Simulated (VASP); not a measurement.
Write the native input for VASP 6.6.1 that does the following.

```
Task                   : single point
Functional             : PBE
Potentials or basis    : VASP PAW PBE potentials, release 64 (Sr_sv, O)
Cutoff                 : 520 eV
k mesh                 : 3 × 3 × 3
Occupations            : gaussian, width 0.01 eV
Spin                   : no spin polarisation
Dipole correction      : no
Further INCAR settings : ALGO = Normal; EDIFF = 1e-07; NBANDS = 15
```

The structure of SrO lies in POSCAR:

```
SrO
1.0
    0.0000000000      2.5663000000      2.5663000000
    2.5663000000      0.0000000000      2.5663000000
    2.5663000000      2.5663000000      0.0000000000
Sr O
1 1
Direct
    0.4824900000      0.5259600000      0.5114800000
    0.0124300000      0.9954900000      0.9936900000
```

One way to write it, as run:

INCAR

```
PREC = Accurate ; ENCUT = 520
EDIFF = 1E-7 ; ISMEAR = 0
SIGMA = 0.01 ; LREAL = False
LASPH = True ; NELM = 100
ALGO = Normal ; ISIF = 2
LWAVE = False ; LCHARG = False
GGA = PE ; NBANDS = 15
```

KPOINTS

```
Automatic mesh
0
Gamma
  3 3 3
```

Potentials or basis: VASP PAW PBE potentials, release 64 (Sr_sv, O).

Command:

```bash
$ cat potpaw_PBE.64/Sr_sv/POTCAR potpaw_PBE.64/O/POTCAR > POTCAR
$ mpirun -np 1 vasp_std > vasp.out
```

Results of the run:

The pressure is 4.5 GPa and the largest force is 0.287 eV/Å. The band gap on the k mesh is 3.80 eV, indirect (least direct gap 3.91 eV).

Caveat: the k points lie up to 0.71 Å⁻¹ apart.

It took 7.2 s on 1 thread of Intel Xeon 6975P-C (shared host), peak memory 0.16 GiB.
